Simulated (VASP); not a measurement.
# PtSe2 (P-3m1) in VASP: a series of runs

PtSe2 is run at these levels: PBE; tasks: single point.

Everything below comes from runs of VASP 6.6.1. Logs are shortened: lines on timing, memory, paths and dates and some standing lists are left out, and cuts for length are marked.

### Step 1. The cell of the first run

The structure is trigonal, space group P-3m1 (No. 164). Conventional cell: a = 3.575 Å, b = 3.575 Å, c = 4.860 Å, α = 90.00°, β = 90.00°, γ = 120.00°. Within 3.2 Å of Pt (site symmetry -3m) lie 6 Se at 2.40 Å. Se (site symmetry 3m) has 3 Pt at 2.40 Å and 6 Se at 3.19 Å within 3.2 Å.

### Step 2. Single point, PBE (strain -0.040 along x and y, -0.040 along z)

Contents of INCAR:

```
  ALGO = Normal
  EDIFF = 1E-7
  ENCUT = 520
  GGA = PE
  ISIF = 2
  ISMEAR = 0
  LASPH = T
  LCHARG = F
  LREAL = F
  LWAVE = F
  NBANDS = 18
  NELM = 80
  PREC = Accurate
  SIGMA = 0.15
```

Contents of KPOINTS:

```
k-points
0
Gamma
  12 12 10
```

Contents of POSCAR:

```
PtSe2
1.0
    3.5750405804      0.0000000000      0.0000000000
   -1.7875202902      3.0960759622      0.0000000000
    0.0000000000      0.0000000000      4.8595200000
Pt Se
1 2
Direct
    0.0000000000      0.0000000000      0.0000000000
    0.3333333333      0.6666666667      0.2500000000
    0.6666666667      0.3333333333      0.7500000000
```

Potentials or basis: VASP PAW PBE potentials, release 64 (Pt, Se).

The run is started by

```console
$ cat potpaw_PBE.64/Pt/POTCAR potpaw_PBE.64/Se/POTCAR > POTCAR
$ mpirun -np 1 vasp_std > vasp.out
```

OUTCAR:

```text
EDIFF = 1E-7
   ENCUT = 520
   GGA = PE
   ISIF = 2
   ISMEAR = 0
   LASPH = T
   LREAL = F
   NELM = 80
   PREC = Accurate

 ion  position               nearest neighbor table
   1  0.000  0.000  0.000-   2 2.40   3 2.40   3 2.40   2 2.40   3 2.40   2 2.40
   2  0.333  0.667  0.250-   1 2.40   1 2.40   1 2.40
   3  0.667  0.333  0.750-   1 2.40   1 2.40   1 2.40

  LATTYP: Found a hexagonal cell.
 ALAT       =     3.5750405804
 C/A-ratio  =     1.3592908642

  Lattice vectors:

 A1 = (   3.5750405804,   0.0000000000,   0.0000000000)
 A2 = (  -1.7875202902,   3.0960759622,   0.0000000000)
 A3 = (   0.0000000000,   0.0000000000,   4.8595200000)

Analysis of symmetry for initial positions (statically):
=====================================================================
 Subroutine PRICEL returns:
 Original cell was already a primitive cell.

 Routine SETGRP: Setting up the symmetry group for a
 hexagonal supercell.

 Subroutine GETGRP returns: Found 12 space group operations
 (whereof 12 operations were pure point group operations)
 out of a pool of 24 trial point group operations.

The static configuration has the point symmetry D_3d.

Analysis of symmetry for dynamics (positions and initial velocities):
=====================================================================
 Subroutine PRICEL returns:
 Original cell was already a primitive cell.

 Routine SETGRP: Setting up the symmetry group for a
 hexagonal supercell.

 Subroutine GETGRP returns: Found 12 space group operations
 (whereof 12 operations were pure point group operations)
 out of a pool of 24 trial point group operations.

The dynamic configuration has the point symmetry D_3d.

 Subroutine INISYM returns: Found 12 space group operations
 (whereof 12 operations are pure point group operations),
 and found     1 'primitive' translations

----------------------------------------------------------------------------------------

                                     Primitive cell

  volume of cell :      53.7881

  direct lattice vectors                    reciprocal lattice vectors
     3.575040580  0.000000000  0.000000000     0.279717105  0.161494746  0.000000000
    -1.787520290  3.096075962  0.000000000     0.000000000  0.322989491  0.000000000
     0.000000000  0.000000000  4.859520000     0.000000000  0.000000000  0.205781641

  length of vectors
     3.575040580  3.575040580  4.859520000     0.322989491  0.322989491  0.205781641

  position of ions in fractional coordinates (direct lattice)
     0.000000000  0.000000000  0.000000000
     0.333333333  0.666666667  0.250000000
     0.666666667  0.333333333  0.750000000

  ion indices of the primitive-cell ions
   primitive index   ion index
                 1           1
                 2           2
                 3           3

----------------------------------------------------------------------------------------

 KPOINTS: k-points

Automatic generation of k-mesh.
 Grid dimensions read from file:
 generate k-points for:   12   12   10

 Generating k-lattice:

  Cartesian coordinates                     Fractional coordinates (reciprocal lattice)
     0.023309759  0.013457895  0.000000000     0.083333333  0.000000000  0.000000000
     0.000000000  0.026915791  0.000000000     0.000000000  0.083333333  0.000000000
     0.000000000  0.000000000  0.020578164     0.000000000  0.000000000  0.100000000

  Length of vectors
     0.026915791  0.026915791  0.020578164

  Shift w.r.t. Gamma in fractional coordinates (k-lattice)
     0.000000000  0.000000000  0.000000000

 Subroutine IBZKPT returns following result:
 ===========================================

 Found    162 irreducible k-points:

 Following reciprocal coordinates:
            Coordinates               Weight
  0.000000  0.000000  0.000000      1.000000
  0.083333 -0.000000  0.000000      6.000000
  0.166667  0.000000  0.000000      6.000000
  0.250000  0.000000  0.000000      6.000000
  0.333333  0.000000  0.000000      6.000000
  0.416667 -0.000000  0.000000      6.000000
[... 16 lines left out ...]
  0.166667  0.000000  0.100000      6.000000
  0.000000  0.166667  0.100000      6.000000
 [... further k-points ...]
   k-points           NKPTS =    162   k-points in BZ     NKDIM =    162   number of bands    NBANDS=     18
   number of dos      NEDOS =    301   number of ions     NIONS =      3
   total plane-waves  NPLWV =  28224
   dimension x,y,z NGX =    28 NGY =   28 NGZ =   36
   dimension x,y,z NGXF=    56 NGYF=   56 NGZF=   72
   ions per type =               1   2
   NGX,Y,Z   is equivalent  to a cutoff of  13.02, 13.02, 12.32 a.u.
   NGXF,Y,Z  is equivalent  to a cutoff of  26.04, 26.04, 24.63 a.u.
 SYSTEM =  unknown system
   PREC   = accura    normal or accurate (medium, high low for compatibility)
   ISTART =      0    job   : 0-new  1-cont  2-samecut
   ICHARG =      2    charge: 1-file 2-atom 10-const
   ISPIN  =      1    spin polarized calculation?
   LNONCOLLINEAR =      F non collinear calculations
   LSORBIT =      F    spin-orbit coupling
   LASPH  =      T    aspherical Exc in radial PAW
   ENCUT  =  520.0 eV  38.22 Ry    6.18 a.u.   6.65  6.65  9.04*2*pi/ulx,y,z
   NELM   =     80;   NELMIN=  2; NELMDL= -5     # of ELM steps
   EDIFF  = 0.1E-06   stopping-criterion for ELM
   LREAL  =      F    real-space projection
   EDIFFG = 0.1E-05   stopping-criterion for IOM
   NSW    =      0    number of steps for IOM
   IBRION =     -1    ionic relax: 0-MD 1-quasi-New 2-CG
   NFREE  =      0    steps in history (QN), initial steepest desc. (CG)
   ISIF   =      2    stress and relaxation
   ISYM   =      2    0-nonsym 1-usesym 2-fastsym
   POTIM  = 0.5000    time-step for ionic-motion
   TEBEG  =    0.0;   TEEND  =   0.0 temperature during run
   PSTRESS=    0.0 pullay stress
   NELECT =      22.0000    total number of electrons
   NUPDOWN=      -1.0000    fix difference up-down
   EMIN   =  10.00;   EMAX   =-10.00  energy-range for DOS
   EFERMI =   0.00;   METHOD = LEGACY
   ISMEAR =     0;   SIGMA  =   0.15  broadening in eV -4-tet -1-fermi 0-gaus
   EFERMI_NEDOS =   21; number of points for ismear=-14 and -15
   IALGO  =     38    algorithm
   IMIX   =      4    mixing-type and parameters
     AMIX     =   0.40;   BMIX     =  1.00
     AMIX_MAG =   1.60;   BMIX_MAG =  1.00
  volume/ion in A,a.u.               =      17.93       120.99
  Fermi-wavevector in a.u.,A,eV,Ry     =   1.215217  2.296427 20.092427  1.476752
  Thomas-Fermi vector in A             =   2.350611
   LORBIT       =      0    0 simple, 1 ext, 2 COOP (PROOUT), +10 PAW based schemes
   GGA     = PE    functional components
   LHFCALC =     F    Hartree Fock is set to
   AEXX    =    0.0000 exact exchange contribution
   IVDW    =     0    specifies the selected vdW correction
   LEPSILON=     F    determine dielectric tensor
   LRPA    =     F    only Hartree local field effects (RPA)
 non-spin polarized calculation
 Gauss-broadening in eV      SIGMA  =   0.15
  energy-cutoff  :      520.00
  volume of cell :       53.79
 maximum number of plane-waves:      1471
 NGX is ok and might be reduce to    28
   NGX = 13   NGY = 13   NGZ = 19

 number of electron      21.9999998 magnetization

 Free energy of the ion-electron system (eV)
  ---------------------------------------------------
  ext. energy  EPLUGINS =         0.00000000
  ---------------------------------------------------
  free energy    TOTEN  =       -13.40433648 eV

  energy without entropy =      -13.39763795  energy(sigma->0) =      -13.40098722

 E-fermi :   8.4042     XC(G=0): -11.2451

 val. band max:        8.3897756725   @ k =   0.3333   0.3333   0.0000
 cond. band min:       8.4349957040   @ k =  -0.2500  -0.4167   0.1000
 fundamental gap:      0.0452200315
 Fermi energy:         8.4041507924

 k-point     1 :       0.0000    0.0000    0.0000
  band No.  band energies     occupation
      1      -8.6085      2.00000
      2      -4.9833      2.00000
      3      -0.0378      2.00000
      4       0.7270      2.00000
      5       0.7270      2.00000
      6       3.5089      2.00000
[... 10 lines left out ...]
     17      15.5410      0.00000
     18      20.6170      0.00000

 k-point     2 :       0.0833   -0.0000    0.0000
  band No.  band energies     occupation
      1      -8.5127      2.00000
      2      -5.0423      2.00000
      3       0.0673      2.00000
      4       0.7894      2.00000
      5       0.8023      2.00000
      6       3.3962      2.00000
[... 10 lines left out ...]
     17      15.8575      0.00000
     18      19.1655      0.00000

 k-point     3 :       0.1667    0.0000    0.0000
  band No.  band energies     occupation
      1      -8.2337      2.00000
      2      -5.2009      2.00000
      3       0.3667      2.00000
      4       0.9621      2.00000
      5       1.0132      2.00000
      6       3.0082      2.00000
[... 10 lines left out ...]
     17      16.6196      0.00000
     18      17.5103      0.00000

 k-point     4 :       0.2500    0.0000    0.0000
  band No.  band energies     occupation
      1      -7.7999      2.00000
      2      -5.4180      2.00000
      3       0.7753      2.00000
      4       1.1956      2.00000
      5       1.3081      2.00000
      6       2.3321      2.00000
[... 375 lines left out ...]
      4       0.7823      2.00000
      5       0.8627      2.00000
      6       3.3746      2.00000
[... 10 lines left out ...]
     17      16.0771      0.00000
     18      18.5442      0.00000

 k-point    23 :       0.1667    0.0000    0.1000
  band No.  band energies     occupation
      1      -8.1888      2.00000
      2      -5.3154      2.00000
      3       0.4523      2.00000
      4       0.9909      2.00000
      5       1.0527      2.00000
      6       3.0575      2.00000
[... 10 lines left out ...]
     17      16.1783      0.00000
     18      17.3204      0.00000

 k-point    24 :       0.0000    0.1667    0.1000
  band No.  band energies     occupation
      1      -8.1956      2.00000
      2      -5.2864      2.00000
      3       0.3052      2.00000
      4       0.9399      2.00000
      5       1.2050      2.00000
      6       2.9227      2.00000
[... 10 lines left out ...]
     17      17.0733      0.00000
     18      17.1475      0.00000

 [... further k-points ...]
[... 5 lines left out ...]
  --------------------------------------------------------------------------------------
  -------------------------------------------------------------------------------------
  Total       11.6186930     11.6186930      8.0765761      0.0000000     -0.0000000      0.0000000
  in kB      346.0843023    346.0843023    240.5757860      0.0000000     -0.0000000      0.0000000
  external PRESSURE =     310.9147969 kB  Pullay stress =       0.0000000 kB

 VOLUME and BASIS-vectors are now :
 -----------------------------------------------------------------------------
  energy-cutoff  :      520.00
  volume of cell :       53.79
      direct lattice vectors                 reciprocal lattice vectors
     3.575040580  0.000000000  0.000000000     0.279717105  0.161494746  0.000000000
    -1.787520290  3.096075962  0.000000000     0.000000000  0.322989491  0.000000000
     0.000000000  0.000000000  4.859520000     0.000000000  0.000000000  0.205781641

 POSITION                                       TOTAL-FORCE (eV/Angst)
 -----------------------------------------------------------------------------------
      0.00000      0.00000      0.00000         0.000000      0.000000      0.000000
     -0.00000      2.06405      1.21488        -0.000000      0.000000      2.501212
      1.78752      1.03203      3.64464         0.000000     -0.000000     -2.501212
 -----------------------------------------------------------------------------------
    total drift:                               -0.000000     -0.000000     -0.000000

  FREE ENERGIE OF THE ION-ELECTRON SYSTEM (eV)
  ---------------------------------------------------
  free  energy   TOTEN  =       -13.4043364850 eV

  energy  without entropy=      -13.3976379474  energy(sigma->0) =      -13.40098722
```

Wall time 2.3 min (1 thread of AMD EPYC 9R45 (Zen 5), shared host); peak memory 0.26 GiB.

What came out:

* Free energy: -13.4043 eV
* Pressure: 31.1 GPa
* Largest force: 2.501 eV/Å
* Band gap on the k mesh: zero (band 11 reaches 8.75 eV, above the bottom of band 12 at 8.39 eV)

Forces in eV/Å, atoms in the order of the input:
```
Pt   0.000  0.000  0.000
Se   0.000  0.000  2.501
Se   0.000  0.000 -2.501
```

Caveat: the cell differs from its parent crystal (strain -0.040 along x and y, -0.040 along z); spin-orbit coupling is left out, which moves the levels of the heavy elements; forces of over 1 eV/Å act on the atoms, so gaps and moduli don't describe the material at rest.

### Step 3. Single point, PBE (strain +0.000 along x and y, -0.080 along z)

Contents of INCAR:

```
PREC = Accurate
ENCUT = 520
EDIFF = 1E-6
ISMEAR = 0
SIGMA = 0.15
LREAL = F
LASPH = T
NELM = 80
ALGO = Normal
ISIF = 2
LWAVE = F
LCHARG = F
GGA = PE
NBANDS = 18
```

Contents of KPOINTS:

```
Automatic mesh
0
Gamma
  12 12 10
```

Contents of POSCAR:

```
PtSe2
1.0
    3.7240006046      0.0000000000      0.0000000000
   -1.8620003023      3.2250791273      0.0000000000
    0.0000000000      0.0000000000      4.6570400000
Pt Se
1 2
Direct
    0.0000000000      0.0000000000      0.0000000000
    0.3333333333      0.6666666667      0.2500000000
    0.6666666667      0.3333333333      0.7500000000
```

Potentials or basis: VASP PAW PBE potentials, release 64 (Pt, Se).

The run is started by

```console
$ cat potpaw_PBE.64/Pt/POTCAR potpaw_PBE.64/Se/POTCAR > POTCAR
$ mpirun -np 1 vasp_std > vasp.out
```

It took 1.8 min on 1 thread of AMD EPYC 9R45 (Zen 5), shared host; peak memory 0.26 GiB.

Results (log left out):

```
Free energy            : -13.8524 eV
Pressure               : 18.1 GPa
Largest force          : 1.759 eV/Å
Band gap on the k mesh : zero (band 11 reaches 8.31 eV, above the bottom of band 12 at 7.66 eV)
```

Forces in eV/Å, atoms in the order of the input:
```
Pt   0.000  0.000  0.000
Se   0.000  0.000  1.759
Se   0.000  0.000 -1.759
```

Stress tensor (GPa, compression positive):
```
18.88  0.00  0.00
 0.00 18.88  0.00
 0.00  0.00 16.63
```

Levels at points of the mesh, in eV from the Fermi level:
| k point | band 9 | band 10 | band 11 | band 12 | band 13 | band 14 |
| --- | --- | --- | --- | --- | --- | --- |
| (0.00, 0.00, 0.00) | -1.35 | -1.35 | 0.59 | 1.32 | 1.32 | 3.04 |
| (0.50, 0.00, 0.00) | -3.95 | -3.91 | -3.11 | 0.61 | 2.75 | 4.81 |
| (0.00, 0.00, 0.50) | -1.94 | -1.94 | -1.63 | 2.54 | 2.54 | 4.92 |
| (0.50, 0.00, 0.50) | -3.45 | -3.40 | -1.22 | 0.88 | 1.49 | 4.78 |

Caveat: the cell differs from its parent crystal (strain +0.000 along x and y, -0.080 along z); spin-orbit coupling is left out, which moves the levels of the heavy elements; forces of over 1 eV/Å act on the atoms, so gaps and moduli don't describe the material at rest.
